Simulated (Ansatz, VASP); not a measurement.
One calculation of SiNi, two programs

```
Si Ni
1.0
     4.43624   -0.03327   -0.07759
    -0.03327    4.49468    0.09310
    -0.07759    0.09310    4.38732
Si Ni
4 4
Direct
  0.93625 0.96367 0.93216
  0.61248 0.18571 0.40698
  0.37621 0.64694 0.15041
  0.09920 0.24127 0.68762
  0.22201 0.13842 0.02640
  0.31205 0.74060 0.65487
  0.65950 0.41039 0.86479
  0.78230 0.67300 0.27676
```

Change from the starting cell: all atoms moved at random (sigma 0.3 Å a component), cell strained at random (sigma 0.01).

Alike in both runs: task single point; functional PBEsol; k mesh 10 × 10 × 10; occupations gaussian, width 0.15 eV; no spin polarisation.

```csv
,VASP,Ansatz
version,VASP 6.6.1,Ansatz 0.2.0
potentials or method,"VASP PAW PBE potentials, release 64 (Si, Ni), cutoff 520 eV","scalar-relativistic, plane waves, PAW"
valence electrons in the cell,56,88
```

VASP gave:

```
gap on the k mesh at the Fermi level (eV)                     : none
pressure (GPa)                                                : 82.5
traceless stress, the component that is largest in VASP (GPa) : 38.48
rms of the force components (eV/Å)                            : 12.738
```

Question: What did Ansatz give for the same quantities?

Answer: gap on the k mesh at the Fermi level (eV): none; pressure (GPa): 81.3; traceless stress, the component that is largest in VASP (GPa): 38.24; rms of the force components (eV/Å): 12.535.

VASP's potentials were made for PBE, not for PBEsol. Atom by atom the forces differ by 0.226 eV/Å (rms over components). A gap of «none» marks a metal or a gap that the smearing closes. Both programs put the cell under a high pressure, so it lies far from rest at this level. With one functional, cell and mesh, what is left measures potentials, basis and numerics. VASP's potentials hold 56 valence electrons a cell and Ansatz's 88, so a difference there can come from the potentials and not from the codes.

Noted on VASP's run: the cell as given lies far from equilibrium.
